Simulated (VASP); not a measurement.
# SiC (Moissanite 3C) (F-43m) in VASP: further runs

The runs below take SiC (Moissanite 3C) through single point, with PBE.

All numbers are computed with VASP 6.6.1; they aren't measurements. Logs are shortened: lines on timing, memory, paths and dates and some standing lists are left out, and cuts for length are marked.

**Experimental background.**

“Insight into the structural, elastic and electronic properties of a new orthorhombic 6O-SiC polytype”, 2020, pmc:7200658 quotes, for a bulk crystal of SiC: band gap 2.4 eV (indirect).

The runs below are set against these values where they give the same quantity.

## 1. The cell of the first run

Symmetry: F-43m, No. 216, cubic system. Conventional cell: a = 4.320 Å, b = 4.320 Å, c = 4.320 Å, α = 90.00°, β = 90.00°, γ = 90.00°. Within 2.5 Å of Si (site symmetry -43m) lie 4 C at 1.87 Å. C (site symmetry -43m) has 4 Si at 1.87 Å within 2.5 Å.

## 2. Single point, PBE (volume scaled by 0.960)

The input, INCAR:

```
  PREC = Accurate
  ENCUT = 520
  EDIFF = 1E-7
  ISMEAR = 0
  SIGMA = 0.05
  LREAL = False
  LASPH = True
  NELM = 60
  ALGO = Normal
  ISIF = 2
  LWAVE = False
  LCHARG = False
  GGA = PE
  NBANDS = 11
```

The input, KPOINTS:

```
Automatic mesh
0
Gamma
  18 18 18
```

The input, POSCAR:

```
SiC
1.0
    0.0000000000      2.1602472508      2.1602472508
    2.1602472508      0.0000000000      2.1602472508
    2.1602472508      2.1602472508      0.0000000000
Si C
1 1
Direct
    0.0000000000      0.0000000000      0.0000000000
    0.2500000000      0.2500000000      0.2500000000
```

Potentials or basis: VASP PAW PBE potentials, release 64 (Si, C).

Started as:

```bash
> cat potpaw_PBE.64/Si/POTCAR potpaw_PBE.64/C/POTCAR > POTCAR
> mpirun -np 1 vasp_std > vasp.out
```

OUTCAR:

```text
PREC = Accurate
   ENCUT = 520
   EDIFF = 1E-7
   ISMEAR = 0
   LREAL = False
   LASPH = True
   NELM = 60
   ISIF = 2
   GGA = PE

 ion  position               nearest neighbor table
   1  0.000  0.000  0.000-   2 1.87   2 1.87   2 1.87   2 1.87
   2  0.250  0.250  0.250-   1 1.87   1 1.87   1 1.87   1 1.87

  LATTYP: Found a face centered cubic cell.
 ALAT       =     4.3204945016

  Lattice vectors:

 A1 = (   0.0000000000,   2.1602472508,   2.1602472508)
 A2 = (   2.1602472508,   0.0000000000,   2.1602472508)
 A3 = (   2.1602472508,   2.1602472508,   0.0000000000)

Analysis of symmetry for initial positions (statically):
=====================================================================
 Subroutine PRICEL returns:
 Original cell was already a primitive cell.

 Routine SETGRP: Setting up the symmetry group for a
 face centered cubic supercell.

 Subroutine GETGRP returns: Found 24 space group operations
 (whereof 24 operations were pure point group operations)
 out of a pool of 48 trial point group operations.

The static configuration has the point symmetry T_d .

Analysis of symmetry for dynamics (positions and initial velocities):
=====================================================================
 Subroutine PRICEL returns:
 Original cell was already a primitive cell.

 Routine SETGRP: Setting up the symmetry group for a
 face centered cubic supercell.

 Subroutine GETGRP returns: Found 24 space group operations
 (whereof 24 operations were pure point group operations)
 out of a pool of 48 trial point group operations.

The dynamic configuration has the point symmetry T_d .

 Subroutine INISYM returns: Found 24 space group operations
 (whereof 24 operations are pure point group operations),
 and found     1 'primitive' translations

----------------------------------------------------------------------------------------

                                     Primitive cell

  volume of cell :      20.1623

  direct lattice vectors                    reciprocal lattice vectors
     0.000000000  2.160247251  2.160247251    -0.231454987  0.231454987  0.231454987
     2.160247251  0.000000000  2.160247251     0.231454987 -0.231454987  0.231454987
     2.160247251  2.160247251  0.000000000     0.231454987  0.231454987 -0.231454987

  length of vectors
     3.055050960  3.055050960  3.055050960     0.400891798  0.400891798  0.400891798

  position of ions in fractional coordinates (direct lattice)
     0.000000000  0.000000000  0.000000000
[... 85 lines left out ...]
   ISYM   =      2    0-nonsym 1-usesym 2-fastsym
   POTIM  = 0.5000    time-step for ionic-motion
   TEBEG  =    0.0;   TEEND  =   0.0 temperature during run
   PSTRESS=    0.0 pullay stress
   NELECT =       8.0000    total number of electrons
   NUPDOWN=      -1.0000    fix difference up-down
   EMIN   =  10.00;   EMAX   =-10.00  energy-range for DOS
   EFERMI =   0.00;   METHOD = LEGACY
   ISMEAR =     0;   SIGMA  =   0.05  broadening in eV -4-tet -1-fermi 0-gaus
   EFERMI_NEDOS =   21; number of points for ismear=-14 and -15
   IALGO  =     38    algorithm
   IMIX   =      4    mixing-type and parameters
     AMIX     =   0.40;   BMIX     =  1.00
     AMIX_MAG =   1.60;   BMIX_MAG =  1.00
  volume/ion in A,a.u.               =      10.08        68.03
  Fermi-wavevector in a.u.,A,eV,Ry     =   1.202979  2.273301 19.689785  1.447158
  Thomas-Fermi vector in A             =   2.338745
   LORBIT       =      0    0 simple, 1 ext, 2 COOP (PROOUT), +10 PAW based schemes
   GGA     = PE    functional components
   LHFCALC =     F    Hartree Fock is set to
   AEXX    =    0.0000 exact exchange contribution
   IVDW    =     0    specifies the selected vdW correction
   LEPSILON=     F    determine dielectric tensor
   LRPA    =     F    only Hartree local field effects (RPA)
 non-spin polarized calculation
 Gauss-broadening in eV      SIGMA  =   0.05
  energy-cutoff  :      520.00
  volume of cell :       20.16
 maximum number of plane-waves:       556
   NGX = 11   NGY = 11   NGZ = 11

 number of electron       8.0000000 magnetization

 Free energy of the ion-electron system (eV)
  ---------------------------------------------------
  ext. energy  EPLUGINS =         0.00000000
  ---------------------------------------------------
  free energy    TOTEN  =       -15.03718129 eV

  energy without entropy =      -15.03718129  energy(sigma->0) =      -15.03718129

 E-fermi :   8.6538     XC(G=0): -11.4699

 val. band max:        8.4003333594   @ k =   0.0000   0.0000   0.0000
 cond. band min:       9.7328711831   @ k =   0.5000   0.5000   0.0000
 fundamental gap:      1.3325378237
 Fermi energy:         8.6537539902

 k-point     1 :       0.0000    0.0000    0.0000
  band No.  band energies     occupation
      1      -7.2079      2.00000
      2       8.4003      2.00000
      3       8.4003      2.00000
      4       8.4003      2.00000
      5      14.9392      0.00000
      6      15.8906      0.00000
      7      15.8906      0.00000
      8      15.8906      0.00000
      9      23.0600      0.00000
     10      23.0600      0.00000
     11      25.2878      0.00000
[... 309 lines left out ...]
 k-point    24 :      -0.2222    0.0556    0.0000
  band No.  band energies     occupation
      1      -6.0199      2.00000
      2       4.2990      2.00000
      3       7.3386      2.00000
      4       8.0027      2.00000
      5      14.8439      0.00000
      6      16.3684      0.00000
      7      16.5415      0.00000
      8      17.8546      0.00000
      9      20.7943      0.00000
     10      22.3185      0.00000
     11      24.3565      0.00000

 [... further k-points ...]

------------------------ aborting loop because EDIFF is reached ----------------------------------------

  FORCE on cell =-STRESS in cart. coord.  units (eV):
  Direction    XX          YY          ZZ          XY          YZ          ZX
  --------------------------------------------------------------------------------------
  -------------------------------------------------------------------------------------
  Total        1.1750617      1.1750617      1.1750617      0.0000000     -0.0000000     -0.0000000
  in kB       93.3750570     93.3750570     93.3750570      0.0000000     -0.0000000     -0.0000000
  external PRESSURE =      93.3750570 kB  Pullay stress =       0.0000000 kB

 VOLUME and BASIS-vectors are now :
 -----------------------------------------------------------------------------
  energy-cutoff  :      520.00
  volume of cell :       20.16
      direct lattice vectors                 reciprocal lattice vectors
     0.000000000  2.160247251  2.160247251    -0.231454987  0.231454987  0.231454987
     2.160247251  0.000000000  2.160247251     0.231454987 -0.231454987  0.231454987
     2.160247251  2.160247251  0.000000000     0.231454987  0.231454987 -0.231454987

 POSITION                                       TOTAL-FORCE (eV/Angst)
 -----------------------------------------------------------------------------------
      0.00000      0.00000      0.00000         0.000000      0.000000      0.000000
      1.08012      1.08012      1.08012        -0.000000     -0.000000     -0.000000
 -----------------------------------------------------------------------------------
    total drift:                                0.000000      0.000000      0.000000

  FREE ENERGIE OF THE ION-ELECTRON SYSTEM (eV)
  ---------------------------------------------------
  free  energy   TOTEN  =       -15.0371812949 eV

  energy  without entropy=      -15.0371812949  energy(sigma->0) =      -15.03718129
```

OSZICAR:

```text
N       E                     dE             d eps       ncg     rms          rms(c)
DAV:   1     0.367668037885E+01    0.36767E+01   -0.40465E+03  4442   0.618E+02
DAV:   2    -0.163485254467E+02   -0.20025E+02   -0.19035E+02  5414   0.110E+02
DAV:   3    -0.169633756494E+02   -0.61485E+00   -0.61366E+00  5266   0.162E+01
DAV:   4    -0.169656689193E+02   -0.22933E-02   -0.22931E-02  4937   0.126E+00
DAV:   5    -0.169656789507E+02   -0.10031E-04   -0.10031E-04  5291   0.768E-02    0.909E+00
DAV:   6    -0.151027468932E+02    0.18629E+01   -0.65324E+00  4803   0.116E+01    0.405E+00
DAV:   7    -0.150448993064E+02    0.57848E-01   -0.41889E-01  5157   0.368E+00    0.183E+00
DAV:   8    -0.150369662830E+02    0.79330E-02   -0.20673E-02  4872   0.958E-01    0.171E-01
DAV:   9    -0.150370730650E+02   -0.10678E-03   -0.15780E-03  5334   0.229E-01    0.114E-01
DAV:  10    -0.150371788945E+02   -0.10583E-03   -0.22394E-04  4818   0.918E-02    0.261E-02
DAV:  11    -0.150371808835E+02   -0.19890E-05   -0.38860E-05  5151   0.328E-02    0.685E-03
DAV:  12    -0.150371812625E+02   -0.37901E-06   -0.18294E-06  5019   0.809E-03    0.111E-03
DAV:  13    -0.150371812949E+02   -0.32456E-07   -0.83128E-08  4178   0.202E-03
   1 F= -.15037181E+02 E0= -.15037181E+02  d E =-.116930E-15
```

It took 12 s on 1 thread of Intel Xeon 6975P-C (Granite Rapids), shared host; peak memory 0.16 GiB.

Results:

| Quantity | Value |
| --- | --- |
| Free energy | -15.0372 eV |
| Pressure | 9.3 GPa |
| Band gap on the k mesh | 1.33 eV, indirect (least direct gap 4.57 eV) |

Levels at points of the mesh, in eV from the valence-band top:
| k point | band 2 | band 3 | band 4 | band 5 | band 6 | band 7 |
| --- | --- | --- | --- | --- | --- | --- |
| (0.00, 0.00, 0.00) | 0.00 | 0.00 | 0.00 | 6.54 | 7.49 | 7.49 |
| (0.50, 0.00, 0.00) | -8.68 | -1.06 | -1.06 | 5.67 | 7.33 | 7.33 |
| (0.50, 0.50, 0.00) | -7.88 | -3.23 | -3.23 | 1.33 | 4.41 | 14.34 |

Caveat: the cell differs from its parent crystal (volume scaled by 0.960). A k mesh can miss the band edges.

## 3. Single point, PBE

This run uses another cell than the first one, of 10.35 Å³/atom, 1.026 times its volume.

The input, INCAR:

```
SYSTEM = SiC
ALGO = Normal
EDIFF = 1E-7
ENCUT = 520
GGA = PE
ISIF = 2
ISMEAR = 0
LASPH = .True.
LCHARG = .False.
LREAL = .False.
LWAVE = .False.
NBANDS = 11
NELM = 100
PREC = Accurate
SIGMA = 0.05
```

The input, KPOINTS:

```
k-points
0
Gamma
  18 18 18
  0 0 0
```

The input, POSCAR:

```
SiC
1.0
    0.0000000000      2.1790000000      2.1790000000
    2.1790000000      0.0000000000      2.1790000000
    2.1790000000      2.1790000000      0.0000000000
Si C
1 1
Direct
    0.0000000000      0.0000000000      0.0000000000
    0.2500000000      0.2500000000      0.2500000000
```

Potentials or basis: VASP PAW PBE potentials, release 64 (Si, C).

Started as:

```bash
> cat potpaw_PBE.64/Si/POTCAR potpaw_PBE.64/C/POTCAR > POTCAR
> mpirun -np 1 vasp_std > vasp.out
```

OUTCAR:

```text
SYSTEM = SiC
   EDIFF = 1E-7
   ENCUT = 520
   GGA = PE
   ISIF = 2
   ISMEAR = 0
   LASPH = .True.
   LREAL = .False.
   NELM = 100
   PREC = Accurate

 ion  position               nearest neighbor table
   1  0.000  0.000  0.000-   2 1.89   2 1.89   2 1.89   2 1.89
   2  0.250  0.250  0.250-   1 1.89   1 1.89   1 1.89   1 1.89

  LATTYP: Found a face centered cubic cell.
 ALAT       =     4.3580000000

  Lattice vectors:

 A1 = (   0.0000000000,   2.1790000000,   2.1790000000)
[... 521 lines left out ...]

------------------------ aborting loop because EDIFF is reached ----------------------------------------

  FORCE on cell =-STRESS in cart. coord.  units (eV):
  Direction    XX          YY          ZZ          XY          YZ          ZX
  --------------------------------------------------------------------------------------
  -------------------------------------------------------------------------------------
  Total        0.4145780      0.4145780      0.4145780     -0.0000000     -0.0000000      0.0000000
  in kB       32.1007444     32.1007444     32.1007444     -0.0000000     -0.0000000      0.0000000
  external PRESSURE =      32.1007444 kB  Pullay stress =       0.0000000 kB

 VOLUME and BASIS-vectors are now :
 -----------------------------------------------------------------------------
  energy-cutoff  :      520.00
  volume of cell :       20.69
      direct lattice vectors                 reciprocal lattice vectors
     0.000000000  2.179000000  2.179000000    -0.229463056  0.229463056  0.229463056
     2.179000000  0.000000000  2.179000000     0.229463056 -0.229463056  0.229463056
     2.179000000  2.179000000  0.000000000     0.229463056  0.229463056 -0.229463056

 POSITION                                       TOTAL-FORCE (eV/Angst)
 -----------------------------------------------------------------------------------
      0.00000      0.00000      0.00000         0.000000      0.000000      0.000000
      1.08950      1.08950      1.08950        -0.000000     -0.000000     -0.000000
 -----------------------------------------------------------------------------------
    total drift:                                0.000000      0.000000      0.000000

  FREE ENERGIE OF THE ION-ELECTRON SYSTEM (eV)
  ---------------------------------------------------
  free  energy   TOTEN  =       -15.0578654950 eV

  energy  without entropy=      -15.0578654950  energy(sigma->0) =      -15.05786550
```

OSZICAR:

```text
N       E                     dE             d eps       ncg     rms          rms(c)
DAV:   1     0.346289253545E+01    0.34629E+01   -0.40088E+03  4474   0.613E+02
DAV:   2    -0.162779663392E+02   -0.19741E+02   -0.18511E+02  5368   0.109E+02
DAV:   3    -0.169102619417E+02   -0.63230E+00   -0.63100E+00  5316   0.161E+01
DAV:   4    -0.169127047378E+02   -0.24428E-02   -0.24427E-02  4951   0.127E+00
DAV:   5    -0.169127153019E+02   -0.10564E-04   -0.10564E-04  5327   0.785E-02    0.881E+00
DAV:   6    -0.151147557600E+02    0.17980E+01   -0.64890E+00  4803   0.114E+01    0.391E+00
DAV:   7    -0.150653745254E+02    0.49381E-01   -0.38578E-01  5169   0.355E+00    0.178E+00
DAV:   8    -0.150576504604E+02    0.77241E-02   -0.20313E-02  4887   0.948E-01    0.172E-01
DAV:   9    -0.150577525055E+02   -0.10205E-03   -0.16497E-03  5334   0.231E-01    0.113E-01
DAV:  10    -0.150578628934E+02   -0.11039E-03   -0.23962E-04  4836   0.940E-02    0.262E-02
DAV:  11    -0.150578650627E+02   -0.21693E-05   -0.42770E-05  5169   0.339E-02    0.695E-03
DAV:  12    -0.150578654724E+02   -0.40968E-06   -0.20191E-06  5025   0.844E-03    0.111E-03
DAV:  13    -0.150578654950E+02   -0.22673E-07   -0.10105E-07  4450   0.214E-03
   1 F= -.15057865E+02 E0= -.15057865E+02  d E =-.132160E-21
```

stdout:

```text
POSCAR found type information on POSCAR SiC
 POSCAR found :  2 types and       2 ions
 scaLAPACK will be used
 LDA part: xc-table for (Slater+PW92), standard interpolation
 POSCAR, INCAR and KPOINTS ok, starting setup
 FFT: planning ... GRIDC
 FFT: planning ... GRID_SOFT
 FFT: planning ... GRID
 WAVECAR not read
 entering main loop
```

Wall time 12 s (1 thread of Intel Xeon 6975P-C (Granite Rapids), shared host); peak memory 0.16 GiB.

Results:

- Free energy: -15.0579 eV
- Pressure: 3.2 GPa
- Band gap on the k mesh: 1.36 eV, indirect (least direct gap 4.54 eV)

## 4. Single point, PBE

This run uses another cell than the first one, of 10.50 Å³/atom, 1.042 times its volume.

The input, INCAR:

```
SYSTEM = SiC
PREC = Accurate ; ENCUT = 520
EDIFF = 1E-7 ; ISMEAR = 0
SIGMA = 0.05 ; LREAL = .False.
LASPH = .True. ; NELM = 100
ALGO = Normal ; ISIF = 2
LWAVE = .False. ; LCHARG = .False.
GGA = PE ; NBANDS = 11
```

The input, KPOINTS:

```
regular mesh
0
Gamma
  18 18 18
  0 0 0
```

The input, POSCAR:

```
SiC
1.0
    0.0000000000      2.1898433566      2.1898433566
    2.1898433566      0.0000000000      2.1898433566
    2.1898433566      2.1898433566      0.0000000000
Si C
1 1
Direct
    0.0000000000      0.0000000000      0.0000000000
    0.2500000000      0.2500000000      0.2500000000
```

Started as:

```bash
> cat potpaw_PBE.64/Si/POTCAR potpaw_PBE.64/C/POTCAR > POTCAR
> mpirun -np 1 vasp_std > vasp.out
```

It took 12 s on 1 thread of Intel Xeon 6975P-C (Granite Rapids), shared host; peak memory 0.16 GiB.

The run converged. Its results:

```yaml
Free_energy: -15.0610 eV
Pressure: 0.0 GPa
Band_gap_on_the_k_mesh: 1.37 eV, indirect (least direct gap 4.53 eV)
```

Levels at points of the mesh, in eV from the valence-band top:
| k point | band 1 | band 2 | band 3 | band 4 | band 5 | band 6 | band 7 | band 8 | band 9 |
| --- | --- | --- | --- | --- | --- | --- | --- | --- | --- |
| (0.00, 0.00, 0.00) | -15.29 | 0.00 | 0.00 | 0.00 | 6.06 | 7.20 | 7.20 | 7.20 | 14.42 |
| (0.50, 0.00, 0.00) | -11.78 | -8.45 | -1.05 | -1.05 | 5.30 | 7.17 | 7.17 | 9.97 | 16.02 |
| (0.50, 0.50, 0.00) | -10.34 | -7.75 | -3.16 | -3.16 | 1.37 | 4.27 | 13.86 | 13.86 | 14.59 |

## 5. Overview

| cell | gap on the mesh (eV) | pressure (GPa) |
| --- | --- | --- |
| a = 3.055 Å, angles 60.0°, 2 atoms | 1.33 | 9.3 |
| a = 3.082 Å, angles 60.0°, 2 atoms | 1.36 | 3.2 |
| a = 3.097 Å, angles 60.0°, 2 atoms | 1.37 | 0.0 |

Alike in all rows: task single point; level PBE; potentials or basis VASP PAW PBE potentials, release 64 (Si, C); no spin polarisation; k mesh 18 × 18 × 18; cutoff (eV) 520; smearing gaussian 0.05 eV.

Absolute energies hang on the potentials; compare differences alone.

## 6. How close it comes

Step 4. Against the measured gap of SiC, 2.4 eV (indirect; quoted in “Insight into the structural, elastic and electronic properties of a new orthorhombic 6O-SiC polytype”, 2020, pmc:7200658), the calculated 1.37 eV is off by -1.03 eV. The value is that of PBE on a finite k mesh, which can miss the band edges, without temperature or zero-point motion. Semilocal functionals fall short of measured gaps as a rule.
